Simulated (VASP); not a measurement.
# LiF (Fm-3m) in VASP: further runs

Runs on LiF. Level: LDA. Tasks: vibrations by perturbation theory.

All numbers are computed with VASP 6.6.1; they aren't measurements. Logs are shortened: lines on timing, memory, paths and dates and some standing lists are left out, and cuts for length are marked.

### 1 The cell of the first run

The structure is cubic, space group Fm-3m (No. 225). The conventional cell has a = 3.688 Å, b = 3.688 Å, c = 3.688 Å, α = 90.00°, β = 90.00°, γ = 90.00°. Li (site symmetry m-3m) has 6 F at 1.84 Å within 2.4 Å. Within 2.4 Å of F (site symmetry m-3m) lie 6 Li at 1.84 Å.

### 2 Vibrations by perturbation theory, LDA

File INCAR:

```
SYSTEM = LiF
PREC = Accurate
ENCUT = 520
EDIFF = 1E-8
ISMEAR = 0
SIGMA = 0.01
LREAL = .FALSE.
LASPH = .TRUE.
NELM = 80
ALGO = Normal
ISIF = 2
LWAVE = .FALSE.
LCHARG = .TRUE.
NBANDS = 12
IBRION = 8
NSW = 1
LEPSILON = .TRUE.
```

File KPOINTS:

```
regular mesh
0
G
  10 10 10
  0 0 0
```

File POSCAR:

```
LiF
1.0
    0.0000000000      1.8440576656      1.8440576656
    1.8440576656      0.0000000000      1.8440576656
    1.8440576656      1.8440576656      0.0000000000
Li F
1 1
Direct
    0.0000000000      0.0000000000      0.0000000000
    0.5000000000      0.5000000000      0.5000000000
```

Potentials or basis: VASP PAW LDA potentials, release 64 (Li_sv, F).

Started as:

```bash
> cat potpaw_LDA.64/Li_sv/POTCAR potpaw_LDA.64/F/POTCAR > POTCAR
> mpirun -np 1 vasp_std > vasp.out
```

OUTCAR:

```text
SYSTEM = LiF
   PREC = Accurate
   ENCUT = 520
   EDIFF = 1E-8
   ISMEAR = 0
   LREAL = .FALSE.
   LASPH = .TRUE.
   NELM = 80
   ISIF = 2
   IBRION = 8
   NSW = 1
   LEPSILON = .TRUE.

 ion  position               nearest neighbor table
   1  0.000  0.000  0.000-   2 1.84   2 1.84   2 1.84   2 1.84   2 1.84   2 1.84
   2  0.500  0.500  0.500-   1 1.84   1 1.84   1 1.84   1 1.84   1 1.84   1 1.84

  LATTYP: Found a face centered cubic cell.
 ALAT       =     3.6881153312

  Lattice vectors:

 A1 = (   0.0000000000,   1.8440576656,   1.8440576656)
 A2 = (   1.8440576656,   0.0000000000,   1.8440576656)
 A3 = (   1.8440576656,   1.8440576656,   0.0000000000)

Analysis of symmetry for initial positions (statically):
=====================================================================
 Subroutine PRICEL returns:
 Original cell was already a primitive cell.

 Routine SETGRP: Setting up the symmetry group for a
 face centered cubic supercell.

 Subroutine GETGRP returns: Found 48 space group operations
 (whereof 48 operations were pure point group operations)
 out of a pool of 48 trial point group operations.

The static configuration has the point symmetry O_h .

Analysis of symmetry for dynamics (positions and initial velocities):
=====================================================================
 Subroutine PRICEL returns:
 Original cell was already a primitive cell.

 Routine SETGRP: Setting up the symmetry group for a
 face centered cubic supercell.

 Subroutine GETGRP returns: Found 48 space group operations
 (whereof 48 operations were pure point group operations)
 out of a pool of 48 trial point group operations.

The dynamic configuration has the point symmetry O_h .

 Subroutine INISYM returns: Found 48 space group operations
 (whereof 48 operations are pure point group operations),
 and found     1 'primitive' translations

[... 593 lines left out ...]

 MACROSCOPIC STATIC DIELECTRIC TENSOR (including local field effects in DFT)
 ------------------------------------------------------
           2.164518     0.000000    -0.000000
          -0.000000     2.164518     0.000000
           0.000000    -0.000000     2.164518
 ------------------------------------------------------

 PIEZOELECTRIC TENSOR (including local field effects)  for field in x, y, z        (e  Angst)
          XX          YY          ZZ          XY          YZ          ZX
  --------------------------------------------------------------------------------
  x     0.00000     0.00000     0.00000     0.00000     0.00000     0.00000
  y     0.00000     0.00000     0.00000     0.00000     0.00000     0.00000
  z     0.00000     0.00000     0.00000     0.00000     0.00000     0.00000

 PIEZOELECTRIC TENSOR (including local field effects)  for field in x, y, z        (C/m^2)
          XX          YY          ZZ          XY          YZ          ZX
  --------------------------------------------------------------------------------
  x     0.00000     0.00000     0.00000     0.00000     0.00000     0.00000
  y     0.00000     0.00000     0.00000     0.00000     0.00000     0.00000
  z     0.00000     0.00000     0.00000     0.00000     0.00000     0.00000

 BORN EFFECTIVE CHARGES (including local field effects) (in |e|, cummulative output)
 ---------------------------------------------------------------------------------
 ion    1
    1     1.01799     0.00000     0.00000
    2     0.00000     1.01799     0.00000
    3     0.00000     0.00000     1.01799
 ion    2
    1    -1.01799     0.00000     0.00000
    2     0.00000    -1.01799     0.00000
    3     0.00000     0.00000    -1.01799

 INTERNAL STRAIN TENSOR FOR ION    2 for displacements in x,y,z  (eV/Angst):
          X           Y           Z          XY          YZ          ZX
  --------------------------------------------------------------------------------
  x     0.00000     0.00000     0.00000     0.00000     0.00000     0.00000
  y     0.00000     0.00000     0.00000     0.00000     0.00000     0.00000
  z     0.00000     0.00000     0.00000     0.00000     0.00000     0.00000

 SECOND DERIVATIVES (NOT SYMMETRIZED)
 ------------------------------------
               1X          1Y          1Z          2X          2Y          2Z
  1X    -4.783884    0.000000    0.000000    4.783884    0.000000    0.000000
  1Y     0.000000   -4.783884    0.000000    0.000000    4.783884    0.000000
  1Z     0.000000    0.000000   -4.783884    0.000000    0.000000    4.783884
  2X     4.742963    0.000000    0.000000   -4.742963    0.000000    0.000000
  2Y     0.000000    4.742963    0.000000    0.000000   -4.742963    0.000000
  2Z     0.000000    0.000000    4.742963    0.000000    0.000000   -4.742963

 Eigenvectors and eigenvalues of the dynamical matrix
 ----------------------------------------------------

   1 f  =   15.093193 THz    94.833328 2PiTHz  503.454724 cm-1    62.420402 meV
             X         Y         Z           dx          dy          dz
      0.000000  0.000000  0.000000     0.000000    0.855660    0.000000
      1.844058  1.844058  1.844058     0.000000   -0.517539    0.000000
[... 21 lines left out ...]
   6 f/i=    0.028709 THz     0.180386 2PiTHz    0.957640 cm-1     0.118732 meV
             X         Y         Z           dx          dy          dz
      0.000000  0.000000  0.000000     0.000000    0.000000   -0.517539
      1.844058  1.844058  1.844058     0.000000    0.000000   -0.855660

--------------------------------------------------------------------------------------------------------

 MACROSCOPIC STATIC DIELECTRIC TENSOR IONIC CONTRIBUTION
 ------------------------------------------------------
           3.138872     0.000000    -0.000000
           0.000000     3.138872     0.000000
          -0.000000     0.000000     3.138872
 ------------------------------------------------------

 ELASTIC MODULI CONTR FROM IONIC RELAXATION (kBar)
 Direction    XX          YY          ZZ          XY          YZ          ZX
 --------------------------------------------------------------------------------
 XX           0.0000      0.0000      0.0000      0.0000      0.0000      0.0000
 YY           0.0000      0.0000      0.0000      0.0000      0.0000      0.0000
 ZZ           0.0000      0.0000      0.0000      0.0000      0.0000      0.0000
 XY           0.0000      0.0000      0.0000      0.0000      0.0000      0.0000
 YZ           0.0000      0.0000      0.0000      0.0000      0.0000      0.0000
 ZX           0.0000      0.0000      0.0000      0.0000      0.0000      0.0000
 --------------------------------------------------------------------------------

 PIEZOELECTRIC TENSOR IONIC CONTR  for field in x, y, z        (C/m^2)
          XX          YY          ZZ          XY          YZ          ZX
  --------------------------------------------------------------------------------
  x     0.00000     0.00000     0.00000     0.00000     0.00000     0.00000
  y     0.00000     0.00000     0.00000     0.00000     0.00000     0.00000
  z     0.00000     0.00000     0.00000     0.00000     0.00000     0.00000
```

It took 2.3 min on 1 thread of Intel Xeon Platinum 8259CL at 2.50GHz (Skylake/Cascade Lake), shared host; peak memory 0.15 GiB.

What came out:

| Quantity | Value |
| --- | --- |
| Electronic dielectric tensor (diagonal) | 2.16 |
| Born charges (mean of the diagonal) | Li +1.02; F -1.02 e |
| Highest phonon frequency at Γ, LO-TO splitting left out | 503 cm⁻¹ |

Phonon frequencies in cm⁻¹ (negative: imaginary):
```csv
q point,frequencies
"(0.000, 0.000, 0.000)",-1 -1 -1 503 503 503
```

Electronic dielectric tensor:
```
2.16 0.00 0.00
0.00 2.16 0.00
0.00 0.00 2.16
```

Born effective charge tensors (e):
atom 1, Li
```
1.02 0.00 0.00
0.00 1.02 0.00
0.00 0.00 1.02
```
atom 2, F
```
-1.02  0.00  0.00
 0.00 -1.02  0.00
 0.00  0.00 -1.02
```

Caveat: the cell wasn't relaxed at this level first, which shifts response properties; the cutoff is under 1.25 times the usual one of these potentials, so pressure, stress and relaxed cells hold a basis-set (Pulay) error.

### 3 Vibrations by perturbation theory, LDA

This run uses another cell than the first one, of 6.74 Å³/atom, 1.075 times its volume.

File INCAR:

```
SYSTEM = LiF
PREC = Accurate
ENCUT = 520
EDIFF = 1E-8
ISMEAR = 0
SIGMA = 0.01
LREAL = .False.
LASPH = .True.
NELM = 60
ALGO = Normal
ISIF = 2
LWAVE = .False.
LCHARG = .False.
GGA = CA
NBANDS = 12
IBRION = 8
NSW = 1
LEPSILON = .True.
```

File KPOINTS:

```
regular mesh
0
Gamma
  10 10 10
  0 0 0
```

File POSCAR:

```
LiF
1.0
    0.0000000000      1.8891793723      1.8891793723
    1.8891793723      0.0000000000      1.8891793723
    1.8891793723      1.8891793723      0.0000000000
Li F
1 1
Direct
    0.0000000000      0.0000000000      0.0000000000
    0.5000000000      0.5000000000      0.5000000000
```

Potentials or basis: VASP PAW LDA potentials, release 64 (Li_sv, F).

Started as:

```bash
> cat potpaw_LDA.64/Li_sv/POTCAR potpaw_LDA.64/F/POTCAR > POTCAR
> mpirun -np 1 vasp_std > vasp.out
```

OUTCAR:

```text
SYSTEM = LiF
   PREC = Accurate
   ENCUT = 520
   EDIFF = 1E-8
   ISMEAR = 0
   LREAL = .False.
   LASPH = .True.
   NELM = 60
   ISIF = 2
   GGA = CA
   IBRION = 8
   NSW = 1
   LEPSILON = .True.

 ion  position               nearest neighbor table
   1  0.000  0.000  0.000-   2 1.89   2 1.89   2 1.89   2 1.89   2 1.89   2 1.89
   2  0.500  0.500  0.500-   1 1.89   1 1.89   1 1.89   1 1.89   1 1.89   1 1.89

  LATTYP: Found a face centered cubic cell.
 ALAT       =     3.7783587446

  Lattice vectors:

 A1 = (   0.0000000000,   1.8891793723,   1.8891793723)
 A2 = (   1.8891793723,   0.0000000000,   1.8891793723)
 A3 = (   1.8891793723,   1.8891793723,   0.0000000000)

Analysis of symmetry for initial positions (statically):
=====================================================================
 Subroutine PRICEL returns:
 Original cell was already a primitive cell.
[... 660 lines left out ...]

 SECOND DERIVATIVES (NOT SYMMETRIZED)
 ------------------------------------
               1X          1Y          1Z          2X          2Y          2Z
  1X    -3.543620    0.000000    0.000000    3.543620    0.000000    0.000000
  1Y     0.000000   -3.543620    0.000000    0.000000    3.543620    0.000000
  1Z     0.000000    0.000000   -3.543620    0.000000    0.000000    3.543620
  2X     3.605379    0.000000    0.000000   -3.605379    0.000000    0.000000
  2Y     0.000000    3.605379    0.000000    0.000000   -3.605379    0.000000
  2Z     0.000000    0.000000    3.605379    0.000000    0.000000   -3.605379

 Eigenvectors and eigenvalues of the dynamical matrix
 ----------------------------------------------------

   1 f  =   13.035740 THz    81.905969 2PiTHz  434.825478 cm-1    53.911464 meV
             X         Y         Z           dx          dy          dz
      0.000000  0.000000  0.000000     0.852670    0.000000    0.000000
      1.889179  1.889179  1.889179    -0.522450    0.000000    0.000000
[... 21 lines left out ...]
   6 f/i=    0.050168 THz     0.315215 2PiTHz    1.673425 cm-1     0.207478 meV
             X         Y         Z           dx          dy          dz
      0.000000  0.000000  0.000000    -0.180500   -0.302875    0.385540
      1.889179  1.889179  1.889179    -0.294586   -0.494310    0.629224

--------------------------------------------------------------------------------------------------------

 MACROSCOPIC STATIC DIELECTRIC TENSOR IONIC CONTRIBUTION
 ------------------------------------------------------
           3.955193     0.000000     0.000000
           0.000000     3.955193    -0.000000
           0.000000    -0.000000     3.955193
 ------------------------------------------------------

 ELASTIC MODULI CONTR FROM IONIC RELAXATION (kBar)
 Direction    XX          YY          ZZ          XY          YZ          ZX
 --------------------------------------------------------------------------------
 XX           0.0000      0.0000      0.0000      0.0000      0.0000      0.0000
 YY           0.0000      0.0000      0.0000      0.0000      0.0000      0.0000
 ZZ           0.0000      0.0000      0.0000      0.0000      0.0000      0.0000
 XY           0.0000      0.0000      0.0000      0.0000      0.0000      0.0000
 YZ           0.0000      0.0000      0.0000      0.0000      0.0000      0.0000
 ZX           0.0000      0.0000      0.0000      0.0000      0.0000      0.0000
 --------------------------------------------------------------------------------

 PIEZOELECTRIC TENSOR IONIC CONTR  for field in x, y, z        (C/m^2)
          XX          YY          ZZ          XY          YZ          ZX
  --------------------------------------------------------------------------------
  x     0.00000     0.00000     0.00000     0.00000     0.00000     0.00000
  y     0.00000     0.00000     0.00000     0.00000     0.00000     0.00000
  z     0.00000     0.00000     0.00000     0.00000     0.00000     0.00000
```

stdout:

```text
POSCAR found type information on POSCAR LiF
 POSCAR found :  2 types and       2 ions
 scaLAPACK will be used
 LDA part: xc-table for (Slater(with rela. corr.)+CA(PZ))
 , standard interpolation
 POSCAR, INCAR and KPOINTS ok, starting setup
 FFT: planning ... GRIDC
 FFT: planning ... GRID_SOFT
 FFT: planning ... GRID
[... 24 lines left out ...]
 Linear response to external field, progress :
  Direction:   3
 dielectric tensor                  component  3 :    -0.004     0.097     2.142
 Linear response DOF=           2
 Linear response progress:
 first order change of Fermi-energy   0.35268E-04
 force on displaced ion       1 direction 1 :  -3.544   0.000   0.000
 Born effective charge ion    1 direction 1 :   1.026   0.000   0.000
 Linear response progress:
 first order change of Fermi-energy  -0.16119E-03
 force on displaced ion       2 direction 1 :  -3.605   0.000   0.000
 Born effective charge ion    2 direction 1 :  -1.027   0.000   0.000
 Born effective charges drift removed
 Linear response finished
```

It took 2.3 min on 1 thread of Intel Xeon Platinum 8259CL at 2.50GHz (Skylake/Cascade Lake), shared host; peak memory 0.15 GiB.

Results:

```
Electronic dielectric tensor (diagonal)                 : 2.14
Born charges (mean of the diagonal)                     : Li +1.03; F -1.03 e
Highest phonon frequency at Γ, LO-TO splitting left out : 435 cm⁻¹
```

Phonon frequencies in cm⁻¹ (negative: imaginary):
```tsv
q point	frequencies
(0.000, 0.000, 0.000)	-2 -2 -2 435 435 435
```

Electronic dielectric tensor:
```
2.14 0.00 0.00
0.00 2.14 0.00
0.00 0.00 2.14
```

Born effective charge tensors (e):
atom 1, Li
```
1.03 0.00 0.00
0.00 1.03 0.00
0.00 0.00 1.03
```
atom 2, F
```
-1.03  0.00  0.00
 0.00 -1.03  0.00
 0.00  0.00 -1.03
```

Caveat: the cell wasn't relaxed at this level first, which shifts response properties; the cutoff is under 1.25 times the usual one of these potentials, so pressure, stress and relaxed cells hold a basis-set (Pulay) error.

(Part 1 of 2 ends here.)
